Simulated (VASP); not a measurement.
The system is In4Sb3As.

```
In Sb As
1.0
     4.24387    0.00000    0.00000
     0.00000    4.24387    0.00000
     0.00000    0.00000   12.00347
In Sb As
4 3 1
Direct
  0.50000 0.00000 0.87500
  0.00000 0.50000 0.12500
  0.50000 0.00000 0.37500
  0.00000 0.50000 0.62500
  0.00000 0.00000 0.75000
  0.50000 0.50000 0.00000
  0.00000 0.00000 0.25000
  0.50000 0.50000 0.50000
```

* Program: VASP 6.6.1
* Task: relaxation of cell and atoms
* Functional: PBE
* Potentials or basis: VASP PAW PBE potentials, release 64 (In_d, Sb, As)
* Cutoff: 600 eV
* k mesh: 4 × 4 × 2
* Occupations: gaussian, width 0.1 eV
* Spin: no spin polarisation

At the start: pressure 18.6 GPa; volume 27.02 Å³/atom.

Q: How do energy, volume and symmetry change on relaxing?

A: Over 10 steps the energy falls by 381.4 meV/atom and the volume is 34.94 Å³/atom (+29.3 %); space group P-4m2 (No. 115, to 0.1 Å) before and after.

The path:
```tsv
step	energy change (eV)	largest force (eV/Å)	pressure (GPa)	volume (Å³)
1	0.0000	1.6136	18.56	216.19
2	-2.2113	0.1748	-4.25	329.70
3	-2.9737	0.4594	-0.02	279.95
4	-2.9736	0.4458	-0.20	281.34
5	-2.9957	0.3220	-0.17	280.81
6	-3.0293	0.2476	-0.03	279.20
7	-3.0302	0.2536	0.00	278.90
8	-3.0427	0.1344	0.03	278.57
9	-3.0491	0.1069	0.08	278.12
10	-3.0508	0.0108	-0.11	279.49
```

Final structure:
```
In Sb As
1.0
     4.66259    0.00000    0.00000
     0.00000    4.66259    0.00000
     0.00000    0.00000   12.85597
In Sb As
4 3 1
Direct
  0.50000 0.00000 0.87064
  0.00000 0.50000 0.12936
  0.50000 0.00000 0.38736
  0.00000 0.50000 0.61264
  0.00000 0.00000 0.74168
  0.50000 0.50000 0.00000
  0.00000 0.00000 0.25832
  0.50000 0.50000 0.50000
```

Caveat: the volume moved by over 15 % at a fixed basis, so the end points are rough.
